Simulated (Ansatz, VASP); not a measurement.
## One calculation of Co, two programs

```
Co
1.0
     2.25217    0.00000    0.00000
     0.00000    2.25217    0.00000
     0.00000    0.00000    2.25217
Co
1
Direct
  0.00000 0.00000 0.00000
```

Alike in both runs: functional r2SCAN; k mesh 14 × 14 × 14; occupations fermi-dirac, width 0.1 eV; no spin polarisation.

Ansatz relaxed the structure, and its values are those at the end. VASP's run is a single point on that final structure, the one shown.

|  | VASP | Ansatz |
| --- | --- | --- |
| version | VASP 6.6.1 | Ansatz 0.2.0 |
| potentials or method | VASP PAW PBE potentials, release 64 (Co), cutoff 520 eV | plane waves (500 eV) with PAW, scalar-relativistic |
| valence electrons in the cell | 9 | 17 |

```csv
,VASP,Ansatz,Ansatz less VASP
pressure (GPa),-0.3,0.0,+0.34
```

VASP's potentials were made for PBE, not for r2SCAN. VASP's potentials hold 9 valence electrons a cell and Ansatz's 17, so a difference there can come from the potentials and not from the codes.
